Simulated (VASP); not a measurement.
# Sr4SnN4 (P-1) in VASP: electric field gradients with PBE

Aim: the electric field gradients of Sr4SnN4 with PBE.

All numbers are computed with VASP 6.6.1; they aren't measurements. Logs are shortened: lines on timing, memory, paths and dates and some standing lists are left out, and cuts for length are marked.

**1. The cell of the first run**

The typed cell holds 18 atoms: a = 6.472 Å, b = 6.534 Å, c = 9.639 Å, α = 71.38°, β = 79.42°, γ = 67.90°.

**2. Electric field gradients, PBE**

Input file INCAR:

```
SYSTEM = Sr4SnN4
ALGO = Normal ; EDIFF = 1E-8
ENCUT = 520 ; GGA = PE
ISIF = 2 ; ISMEAR = -1
LASPH = .True. ; LCHARG = .False.
LEFG = .True. ; LREAL = Auto
LWAVE = .False. ; NBANDS = 89
NELM = 100 ; PREC = Accurate
SIGMA = 0.02
```

Input file KPOINTS:

```
k-points
0
Gamma
  5 5 3
  0 0 0
```

Input file POSCAR:

```
Sr4SnN4
1.0
    6.4723064564      0.0000000000      0.0000000000
    2.4582658782      6.0539034012      0.0000000000
    1.7696157023      2.6029483586      9.1105956839
Sr Sn N
8 2 8
Direct
    0.7706060000      0.5771850000      0.1761190000
    0.2293940000      0.4228150000      0.8238810000
    0.7415530000      0.2301620000      0.9812520000
    0.2584470000      0.7698380000      0.0187480000
    0.7290300000      0.4884220000      0.5694850000
    0.2709700000      0.5115780000      0.4305150000
    0.2321530000      0.9566840000      0.6061620000
    0.7678470000      0.0433160000      0.3938380000
    0.7150640000      0.8482620000      0.7567470000
    0.2849360000      0.1517380000      0.2432530000
    0.9796890000      0.7001500000      0.6084500000
    0.0203110000      0.2998500000      0.3915500000
    0.8922940000      0.8326640000      0.9261960000
    0.1077060000      0.1673360000      0.0738040000
    0.5136650000      0.6298850000      0.8056960000
    0.4863350000      0.3701150000      0.1943040000
    0.4935310000      0.8207560000      0.3671180000
    0.5064690000      0.1792440000      0.6328820000
```

Potentials or basis: VASP PAW PBE potentials, release 64 (Sr_sv, Sn_d, N).

Run with:

```console
$ cat potpaw_PBE.64/Sr_sv/POTCAR potpaw_PBE.64/Sn_d/POTCAR potpaw_PBE.64/N/POTCAR > POTCAR
$ mpirun -np 1 vasp_std > vasp.out
```

OUTCAR:

```text
SYSTEM = Sr4SnN4
   EDIFF = 1E-8
   ENCUT = 520
   GGA = PE
   ISIF = 2
   ISMEAR = -1
   LASPH = .True.
   LREAL = Auto
   NELM = 100
   PREC = Accurate

 ion  position               nearest neighbor table
   1  0.771  0.577  0.176-  12 2.61  16 2.62  13 2.63  17 2.77  14 3.07   3 3.45  10 3.45   8 3.45
                             4 3.52   5 3.62   4 3.72   6 3.76   9 3.88   3 4.02  10 4.04   2 4.19
   2  0.229  0.423  0.824-  11 2.61  15 2.62  14 2.63  18 2.77  13 3.07   4 3.45   9 3.45   7 3.45
                             3 3.52   6 3.62   3 3.72   5 3.76  10 3.88   4 4.02   9 4.04   1 4.19
   3  0.742  0.230  0.981-  14 2.53  16 2.57  13 2.60  15 2.66   1 3.45   2 3.52   4 3.54  10 3.60
                             2 3.72   8 3.79   5 3.79   4 3.80   9 3.85   9 3.88   1 4.02   7 4.69
   4  0.258  0.770  0.019-  13 2.53  15 2.57  14 2.60  16 2.66   2 3.45   1 3.52   3 3.54   9 3.60
                             1 3.72   7 3.79   6 3.79   3 3.80  10 3.85  10 3.88   2 4.02   8 4.69
   5  0.729  0.488  0.569-  12 2.54  17 2.60  11 2.63  15 2.68  18 2.76   9 3.36   6 3.41   6 3.56
                             8 3.56   7 3.56   1 3.62   8 3.72   7 3.73   2 3.76   3 3.79   9 4.02
   6  0.271  0.512  0.431-  11 2.54  18 2.60  12 2.63  16 2.68  17 2.76  10 3.36   5 3.41   5 3.56
                             7 3.56   8 3.56   2 3.62   7 3.72   8 3.73   1 3.76   4 3.79  10 4.02
   7  0.232  0.957  0.606-  12 2.64  15 2.70  11 2.74  18 2.77  17 2.78  10 3.32   9 3.42   2 3.45
                             6 3.56   5 3.56   9 3.63   8 3.71   6 3.72   5 3.73   4 3.79   8 3.83
   8  0.768  0.043  0.394-  11 2.64  16 2.70  12 2.74  17 2.77  18 2.78   9 3.32  10 3.42   1 3.45
                             5 3.56   6 3.56  10 3.63   7 3.71   5 3.72   6 3.73   3 3.79   7 3.83
   9  0.715  0.848  0.757-  13 2.12  11 2.16  18 2.16  15 2.17   8 3.32   5 3.36   7 3.42   2 3.45
                             4 3.60   7 3.63   3 3.85   3 3.88   1 3.88   5 4.02   2 4.04
  10  0.285  0.152  0.243-  14 2.12  12 2.16  17 2.16  16 2.17   7 3.32   6 3.36   8 3.42   1 3.45
                             3 3.60   8 3.63   4 3.85   4 3.88   2 3.88   6 4.02   1 4.04
  11  0.980  0.700  0.608-   9 2.16   6 2.54   2 2.61   5 2.63   8 2.64   7 2.74
  12  0.020  0.300  0.392-  10 2.16   5 2.54   1 2.61   6 2.63   7 2.64   8 2.74
  13  0.892  0.833  0.926-   9 2.12   4 2.53   3 2.60   1 2.63   2 3.07
  14  0.108  0.167  0.074-  10 2.12   3 2.53   4 2.60   2 2.63   1 3.07
  15  0.514  0.630  0.806-   9 2.17   4 2.57   2 2.62   3 2.66   5 2.68   7 2.70
  16  0.486  0.370  0.194-  10 2.17   3 2.57   1 2.62   4 2.66   6 2.68   8 2.70
  17  0.494  0.821  0.367-  10 2.16   5 2.60   6 2.76   1 2.77   8 2.77   7 2.78
  18  0.506  0.179  0.633-   9 2.16   6 2.60   5 2.76   2 2.77   7 2.77   8 2.78

  LATTYP: Found a triclinic cell.
 ALAT       =     6.5339740984
 B/A-ratio  =     2.6484292472
 C/A-ratio  =     0.9905620008
 COS(alpha) =     0.0123573457
 COS(beta)  =     0.3762282864
 COS(gamma) =     0.7922882733

  Lattice vectors:

 A1 = (   2.4582658782,   6.0539034012,   0.0000000000)
 A2 = (   0.2138410023,  14.7107551610,   9.1105956839)
 A3 = (   6.4723064564,   0.0000000000,   0.0000000000)

Analysis of symmetry for initial positions (statically):
=====================================================================
 Subroutine PRICEL returns:
 Original cell was already a primitive cell.

 Routine SETGRP: Setting up the symmetry group for a
 triclinic supercell.

 Subroutine GETGRP returns: Found  2 space group operations
 (whereof  2 operations were pure point group operations)
 out of a pool of  2 trial point group operations.

The static configuration has the point symmetry S_2 .

Analysis of symmetry for dynamics (positions and initial velocities):
=====================================================================
 Subroutine PRICEL returns:
 Original cell was already a primitive cell.

 Routine SETGRP: Setting up the symmetry group for a
 triclinic supercell.

 Subroutine GETGRP returns: Found  2 space group operations
 (whereof  2 operations were pure point group operations)
 out of a pool of  2 trial point group operations.

The dynamic configuration has the point symmetry S_2 .

 Subroutine INISYM returns: Found  2 space group operations
 (whereof  2 operations are pure point group operations),
 and found     1 'primitive' translations

----------------------------------------------------------------------------------------

                                     Primitive cell

  volume of cell :     356.9779

  direct lattice vectors                    reciprocal lattice vectors
     6.472306456  0.000000000  0.000000000     0.154504427 -0.062738523 -0.012085744
     2.458265878  6.053903401  0.000000000     0.000000000  0.165182682 -0.047193620
     1.769615702  2.602948359  9.110595684     0.000000000  0.000000000  0.109762307

  length of vectors
     6.472306456  6.533974098  9.638974718     0.167193916  0.171792189  0.109762307

  position of ions in fractional coordinates (direct lattice)
     0.770606000  0.577185000  0.176119000
     0.229394000  0.422815000  0.823881000
[... 100 lines left out ...]
   PREC   = accura    normal or accurate (medium, high low for compatibility)
   ISTART =      0    job   : 0-new  1-cont  2-samecut
   ICHARG =      2    charge: 1-file 2-atom 10-const
   ISPIN  =      1    spin polarized calculation?
   LNONCOLLINEAR =      F non collinear calculations
   LSORBIT =      F    spin-orbit coupling
   LASPH  =      T    aspherical Exc in radial PAW
   ENCUT  =  520.0 eV  38.22 Ry    6.18 a.u.  12.03 12.15 17.92*2*pi/ulx,y,z
   NELM   =    100;   NELMIN=  2; NELMDL= -5     # of ELM steps
   EDIFF  = 0.1E-07   stopping-criterion for ELM
   LREAL  =      T    real-space projection
   EDIFFG = 0.1E-06   stopping-criterion for IOM
   NSW    =      0    number of steps for IOM
   IBRION =     -1    ionic relax: 0-MD 1-quasi-New 2-CG
   NFREE  =      0    steps in history (QN), initial steepest desc. (CG)
   ISIF   =      2    stress and relaxation
   ISYM   =      2    0-nonsym 1-usesym 2-fastsym
   POTIM  = 0.5000    time-step for ionic-motion
   TEBEG  =    0.0;   TEEND  =   0.0 temperature during run
   PSTRESS=    0.0 pullay stress
   NELECT =     148.0000    total number of electrons
   NUPDOWN=      -1.0000    fix difference up-down
   EMIN   =  10.00;   EMAX   =-10.00  energy-range for DOS
   EFERMI =   0.00;   METHOD = LEGACY
   ISMEAR =    -1;   SIGMA  =   0.02  broadening in eV -4-tet -1-fermi 0-gaus
   EFERMI_NEDOS =   21; number of points for ismear=-14 and -15
   IALGO  =     38    algorithm
   IMIX   =      4    mixing-type and parameters
     AMIX     =   0.40;   BMIX     =  1.00
     AMIX_MAG =   1.60;   BMIX_MAG =  1.00
  volume/ion in A,a.u.               =      19.83       133.83
  Fermi-wavevector in a.u.,A,eV,Ry     =   1.220717  2.306820 20.274718  1.490150
  Thomas-Fermi vector in A             =   2.355925
   LORBIT       =      0    0 simple, 1 ext, 2 COOP (PROOUT), +10 PAW based schemes
   GGA     = PE    functional components
[... 5 lines left out ...]
 non-spin polarized calculation
  energy-cutoff  :      520.00
  volume of cell :      356.98
 maximum number of plane-waves:      9632
   NGX = 25   NGY = 25   NGZ = 35

 number of electron     148.0000013 magnetization

 Free energy of the ion-electron system (eV)
  ---------------------------------------------------
  ext. energy  EPLUGINS =         0.00000000
  ---------------------------------------------------
  free energy    TOTEN  =       -96.92643991 eV

  energy without entropy =      -96.92643991  energy(sigma->0) =      -96.92643991

 E-fermi :   3.6357     XC(G=0):  -9.6802

 val. band max:        3.2749260873   @ k =   0.4000   0.4000  -0.0000
 cond. band min:       3.9705995069   @ k =   0.0000   0.0000   0.0000
 fundamental gap:      0.6956734196
 Fermi energy:         3.6356563514

 k-point     1 :       0.0000    0.0000    0.0000
  band No.  band energies     occupation
      1     -30.7462      2.00000
      2     -30.7231      2.00000
      3     -30.6152      2.00000
      4     -30.5928      2.00000
      5     -30.5811      2.00000
      6     -30.5474      2.00000
[... 2125 lines left out ...]
     85       7.3971      0.00000
     86       7.5526      0.00000

 [... further k-points ...]

 [bands above 86 left out]

------------------------ aborting loop because EDIFF is reached ----------------------------------------

  FORCE on cell =-STRESS in cart. coord.  units (eV):
  Direction    XX          YY          ZZ          XY          YZ          ZX
  --------------------------------------------------------------------------------------
  -------------------------------------------------------------------------------------
  Total       -0.0373168     -0.0393418     -0.0295354      0.0135638     -0.0098122      0.0029279
  in kB       -0.1674841     -0.1765729     -0.1325599      0.0608765     -0.0440389      0.0131410
  external PRESSURE =      -0.1588723 kB  Pullay stress =       0.0000000 kB

 VOLUME and BASIS-vectors are now :
 -----------------------------------------------------------------------------
  energy-cutoff  :      520.00
  volume of cell :      356.98
      direct lattice vectors                 reciprocal lattice vectors
     6.472306456  0.000000000  0.000000000     0.154504427 -0.062738523 -0.012085744
     2.458265878  6.053903401  0.000000000     0.000000000  0.165182682 -0.047193620
     1.769615702  2.602948359  9.110595684     0.000000000  0.000000000  0.109762307

 POSITION                                       TOTAL-FORCE (eV/Angst)
 -----------------------------------------------------------------------------------
      6.71814      3.95265      1.60455         0.002932      0.001705      0.001257
      3.98205      4.70420      7.50605        -0.002932     -0.001705     -0.001257
      7.10180      3.94753      8.93979        -0.000963     -0.001423     -0.001133
      3.59839      4.70932      0.17081         0.000963      0.001423      0.001133
      6.92695      4.43920      5.18835         0.003265     -0.000016      0.004862
      3.77324      4.21765      3.92225        -0.003265      0.000016     -0.004862
[... 10 lines left out ...]
      5.86158      5.92437      3.34466        -0.000025      0.001966     -0.001026
      4.83861      2.73249      5.76593         0.000025     -0.001966      0.001026
 -----------------------------------------------------------------------------------
    total drift:                                0.000000      0.000000      0.000000

  FREE ENERGIE OF THE ION-ELECTRON SYSTEM (eV)
  ---------------------------------------------------
  free  energy   TOTEN  =       -96.9264399102 eV

  energy  without entropy=      -96.9264399091  energy(sigma->0) =      -96.92643991

 Electric field gradients (V/A^2)
---------------------------------------------------------------------
 ion       V_xx      V_yy      V_zz      V_xy      V_xz      V_yz
---------------------------------------------------------------------
   1      39.571    10.159   -49.730     9.913    35.057    19.335
   2      39.571    10.159   -49.730     9.913    35.057    19.335
   3      63.366   -88.671    25.305    66.204   -26.641   -27.181
   4      63.366   -88.671    25.305    66.204   -26.641   -27.181
   5      -1.429    -7.016     8.445   -40.329    54.383   -72.466
   6      -1.429    -7.016     8.445   -40.329    54.383   -72.466
[... 10 lines left out ...]
  17     -12.575     6.752     5.823   -21.849    11.974   -26.364
  18     -12.575     6.752     5.823   -21.849    11.974   -26.364
---------------------------------------------------------------------

 Electric field gradients after diagonalization (V/A^2)
 (convention: |V_zz| > |V_xx| > |V_yy|)
----------------------------------------------------------------------
 ion       V_xx      V_yy      V_zz     asymmetry (V_yy - V_xx)/ V_zz
----------------------------------------------------------------------
   1      57.146     7.799   -64.945       0.760
   2      57.146     7.799   -64.945       0.760
   3     103.578    11.806  -115.384       0.795
   4     103.578    11.806  -115.384       0.795
   5     -73.157   -40.120   113.277       0.292
   6     -73.157   -40.120   113.277       0.292
[... 10 lines left out ...]
  17     -27.918   -15.198    43.115       0.295
  18     -27.918   -15.198    43.115       0.295
----------------------------------------------------------------------

           NMR quadrupolar parameters

 Cq : quadrupolar parameter    Cq=e*Q*V_zz/h
 eta: asymmetry parameters     (V_yy - V_xx)/ V_zz
 Q  : nuclear electric quadrupole moment in mb (millibarn)
----------------------------------------------------------------------
 ion       Cq(MHz)       eta       Q (mb)
----------------------------------------------------------------------
   1      -0.157       0.760       1.000
   2      -0.157       0.760       1.000
   3      -0.279       0.795       1.000
   4      -0.279       0.795       1.000
   5       0.274       0.292       1.000
   6       0.274       0.292       1.000
[... 10 lines left out ...]
  17       0.104       0.295       1.000
  18       0.104       0.295       1.000
----------------------------------------------------------------------
```

Run time: 35 min. Hardware: 1 thread of AMD EPYC 9R45 (Zen 5), shared host; peak memory 0.86 GiB.

What came out:

* Free energy: -96.9264 eV
* Pressure: 0.0 GPa
* Largest force: 0.008 eV/Å
* Band gap on the k mesh: 0.70 eV (least direct gap 0.78 eV)
* Largest electric field gradient by atom: Sr -64.9, -115.4, +113.3, +114.0 (each value once); Sn -46.5; N +40.5, +42.1, +49.6, +43.1 (each value once) V/Å²

Forces in eV/Å, atoms in the order of the input:
```
Sr   0.003  0.002  0.001
Sr  -0.003 -0.002 -0.001
Sr  -0.001 -0.001 -0.001
Sr   0.001  0.001  0.001
Sr   0.003  0.000  0.005
Sr  -0.003  0.000 -0.005
Sr   0.002  0.001  0.000
Sr  -0.002 -0.001  0.000
Sn  -0.006 -0.003  0.005
Sn   0.006  0.003 -0.005
N   -0.001  0.000  0.001
N    0.001  0.000 -0.001
N   -0.002  0.000 -0.003
N    0.002  0.000  0.003
N   -0.001  0.000 -0.003
N    0.001  0.000  0.003
N    0.000  0.002 -0.001
N    0.000 -0.002  0.001
```

Levels at points of the mesh, in eV from the valence-band top:
| k point | band 70 | band 71 | band 72 | band 73 | band 74 | band 75 | band 76 | band 77 | band 78 | band 79 |
| --- | --- | --- | --- | --- | --- | --- | --- | --- | --- | --- |
| (0.00, 0.00, 0.00) | -0.39 | -0.35 | -0.27 | -0.19 | -0.08 | 0.70 | 2.48 | 2.72 | 2.79 | 3.29 |

Electric field gradients, principal values (V/Å²):
| atom | least | middle | greatest (by size) |
| --- | --- | --- | --- |
| 1 Sr | 7.799 | 57.146 | -64.945 |
| 2 Sr | 7.799 | 57.146 | -64.945 |
| 3 Sr | 11.806 | 103.578 | -115.384 |
| 4 Sr | 11.806 | 103.578 | -115.384 |
| 5 Sr | -40.120 | -73.157 | 113.277 |
| 6 Sr | -40.120 | -73.157 | 113.277 |
| 7 Sr | -33.331 | -80.675 | 114.006 |
| 8 Sr | -33.331 | -80.675 | 114.006 |
| 9 Sn | 11.992 | 34.491 | -46.483 |
| 10 Sn | 11.992 | 34.491 | -46.483 |
| 11 N | -12.010 | -28.512 | 40.522 |
| 12 N | -12.010 | -28.512 | 40.522 |
| 13 N | -11.837 | -30.307 | 42.144 |
| 14 N | -11.837 | -30.307 | 42.144 |
| 15 N | -19.703 | -29.886 | 49.589 |
| 16 N | -19.703 | -29.886 | 49.589 |
| 17 N | -15.198 | -27.918 | 43.115 |
| 18 N | -15.198 | -27.918 | 43.115 |

Caveat: semilocal functionals underestimate gaps, and a narrow one can read as zero; without QUAD_EFG the Cq values of the log hold for a quadrupole moment of 1 mb, not for the nuclei; spin-orbit coupling is left out, which moves the levels of the heavy elements. A k mesh can miss the band edges.
